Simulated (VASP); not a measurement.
Runs of VASP 6.6.1 on ZnS. The structure is that of space group P3m1 (No. 156), or close to it. The cells are those of the table. 

| cell | gap on the mesh (eV) | pressure (GPa) | largest force (eV/Å) |
| --- | --- | --- | --- |
| a = 3.809, b = 3.809, c = 18.466 Å, angles 90.0, 90.0, 60.0°, 8 atoms | none | - | 1.11 |
| a = 3.809, b = 3.809, c = 12.166 Å, angles 90.0, 90.0, 60.0°, 8 atoms | (a) | 3.2 | 3.69 |
| a = 3.809, b = 3.809, c = 16.966 Å, angles 90.0, 90.0, 60.0°, 8 atoms | none | (b) | 1.14 |
| a = 3.809, b = 3.809, c = 13.216 Å, angles 90.0, 90.0, 60.0°, 8 atoms | 1.38 | -1.6 | 1.00 |
| a = 3.809, b = 3.809, c = 12.966 Å, angles 90.0, 90.0, 60.0°, 8 atoms | 1.95 | -1.5 | 1.09 |

Alike in all rows: task single point; level r2SCAN; potentials or basis VASP PAW PBE potentials, release 64 (Zn, S); no spin polarisation; k mesh 7 × 7 × 2; cutoff (eV) 520; smearing gaussian 0.05 eV.

Q: Fill in the values left out.

A: (a) 2.77; (b) -0.5.

Caveats: the PAW data sets were made with another functional, which shifts forces and pressure a little; the cell stands under pressure (at least some runs); an odd mesh through Γ misses points on the zone boundary, where band edges can lie (at least some runs).

A gap of «none» marks levels without a gap at the run's occupations.
